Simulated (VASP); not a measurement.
Write the native input for VASP 6.6.1 that does the following.

* Task: single point
* Functional: r2SCAN
* Potentials or basis: VASP PAW PBE potentials, release 64 (F, O, Na_pv)
* Cutoff: 520 eV
* k mesh: 6 × 6 × 6
* Occupations: gaussian, width 0.01 eV
* Spin: no spin polarisation
* Dipole correction: no
* Further INCAR settings: ALGO = Normal; EDIFF = 1e-06; NBANDS = 25

Na3OF:

```
F O Na
1.0
     4.38986    0.00000    0.00000
     0.00000    4.38986    0.00000
     0.00000    0.00000    4.38986
F O Na
1 1 3
Cartesian
  0.0000 0.0000 0.0000
  2.1949 2.1949 2.1949
  2.1949 2.1949 0.0000
  2.1949 0.0000 2.1949
  0.0000 2.1949 2.1949
```

The input as run:

POSCAR

```
Na3OF
1.0
    4.3898603516      0.0000000000      0.0000000000
    0.0000000000      4.3898603516      0.0000000000
    0.0000000000      0.0000000000      4.3898603516
F O Na
1 1 3
Direct
    0.0000000000      0.0000000000      0.0000000000
    0.5000000000      0.5000000000      0.5000000000
    0.5000000000      0.5000000000      0.0000000000
    0.5000000000      0.0000000000      0.5000000000
    0.0000000000      0.5000000000      0.5000000000
```

INCAR.step1

```
ALGO = Normal ; EDIFF = 1E-4
ENCUT = 520 ; GGA = PE
ISMEAR = 0 ; LASPH = True
LCHARG = False ; LREAL = False
LWAVE = True ; NBANDS = 25
NELM = 100 ; PREC = Accurate
SIGMA = 0.01
```

INCAR.step2

```
ALGO = Normal ; EDIFF = 1E-6
ENCUT = 520 ; ISIF = 2
ISMEAR = 0 ; ISTART = 1
LASPH = True ; LCHARG = False
LMIXTAU = True ; LREAL = False
LWAVE = False ; METAGGA = R2SCAN
NBANDS = 25 ; NELM = 100
PREC = Accurate ; SIGMA = 0.01
```

KPOINTS

```
k-points
0
Gamma
  6 6 6
```

Potentials or basis: VASP PAW PBE potentials, release 64 (F, O, Na_pv).

Launch:

```console
$ cat potpaw_PBE.64/F/POTCAR potpaw_PBE.64/O/POTCAR potpaw_PBE.64/Na_pv/POTCAR > POTCAR
$ cp INCAR.step1 INCAR
$ mpirun -np 1 vasp_std > vasp.out
$ cp INCAR.step2 INCAR
$ mpirun -np 1 vasp_std > vasp.out
```

It gave:

```yaml
Pressure: -1.0 GPa
Band_gap_on_the_k_mesh: 2.38 eV
```

Caveat: the PAW data sets were made with another functional, which shifts forces and pressure a little.

It took 64 s on 1 thread of Intel(R) Xeon(R) 6975P-C (Granite Rapids), with other jobs on the host, peak memory 0.22 GiB.
